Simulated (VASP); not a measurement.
# ZnC4: single point with PBE

The system is ZnC4.

```xyz
5
Lattice="4.1904 0.0000 0.0000 -2.0952 3.6290 0.0000 0.0000 0.0000 4.0406" Properties=species:S:1:pos:R:3 pbc="T T T"
Zn    0.0000    0.0000    0.0000
C     2.0952    0.0000    0.0000
C    -1.0476    1.8145    0.0000
C     1.0476    1.8145    0.0000
C     0.0000    0.0000    2.0203
```

The cell was generated, and may not be a known phase.

| Item | Value |
| --- | --- |
| Program | VASP 6.6.1 |
| Task | single point |
| Functional | PBE |
| Potentials or basis | VASP PAW PBE potentials, release 64 (Zn, C) |
| Cutoff | 520 eV |
| k mesh | 12 × 12 × 10 |
| Occupations | gaussian, width 0.1 eV |
| Spin | no spin polarisation |

* Pressure: 0.4 GPa
* Band gap on the k mesh: zero (bands 14 and 15 overlap by 1.48 eV)

Stress tensor (GPa, compression positive):
```
0.48 0.00 0.00
0.00 0.48 0.00
0.00 0.00 0.34
```

Levels at points of the mesh, in eV from the Fermi level:
```csv
k point,band 11,band 12,band 13,band 14,band 15,band 16,band 17,band 18
"(0.00, 0.00, 0.00)",-4.62,-4.53,-4.53,0.21,0.86,0.86,1.81,1.81
"(0.50, 0.00, 0.00)",-3.08,-1.35,-0.44,-0.39,0.74,1.25,1.46,1.71
"(0.00, 0.00, 0.50)",-4.47,-4.47,-2.48,-1.40,0.31,0.31,1.34,1.34
"(0.50, 0.00, 0.50)",-3.02,-0.58,-0.56,0.36,0.44,1.50,1.75,1.90
```

Run time: 75 s on 1 thread of Intel(R) Xeon(R) 6975P-C (Granite Rapids), with other jobs on the host, peak memory 0.27 GiB.
